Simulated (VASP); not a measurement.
Set up this calculation in VASP 6.6.1, as the native input.

```
Task                   : single point
Functional             : PBEsol
Potentials or basis    : VASP PAW PBE potentials, release 64 (Mg)
Cutoff                 : 520 eV
k mesh                 : 12 × 12 × 7
Occupations            : fermi-dirac, width 0.08 eV
Spin                   : no spin polarisation
Dipole correction      : no
Further INCAR settings : ALGO = Normal; EDIFF = 1e-06; NBANDS = 9
```

The structure of Mg lies in POSCAR:

```
Mg
1.0
    3.2092715325     -0.0481390730     -0.0481390730
   -1.6463254263      2.8033802113     -0.0176201236
   -0.0781549500     -0.0781549500      5.2103300000
Mg
2
Direct
    0.3333333333      0.6666666667      0.2500000000
    0.6666666667      0.3333333333      0.7500000000
```

This cell differs from its parent crystal: equal xy, yz and zx shear strains of -3 %.

One way to write it, as run:

INCAR

```
PREC = Accurate
ENCUT = 520
EDIFF = 1E-6
ISMEAR = -1
SIGMA = 0.08
LREAL = F
LASPH = T
NELM = 100
ALGO = Normal
ISIF = 2
LWAVE = F
LCHARG = T
GGA = PS
LELF = T
LVHAR = T
NBANDS = 9
```

KPOINTS

```
Automatic mesh
0
Gamma
  12 12 7
```

Potentials or basis: VASP PAW PBE potentials, release 64 (Mg).

The run is started by

```console
$ cat potpaw_PBE.64/Mg/POTCAR > POTCAR
$ mpirun -np 1 vasp_std > vasp.out
```

Results of the run:

```json
{
  "Pressure": "-1.1 GPa",
  "Largest force": "0.032 eV/Å",
  "Band gap on the k mesh": "zero (bands 2 and 3 overlap by 2.23 eV)"
}
```

Caveat: the cell differs from its parent crystal (equal xy, yz and zx shear strains of -3 %); the PAW data sets were made with another functional, which shifts forces and pressure a little.

It took 36 s on 1 thread of Intel(R) Xeon(R) 6975P-C (Granite Rapids), with other jobs on the host, peak memory 0.31 GiB.
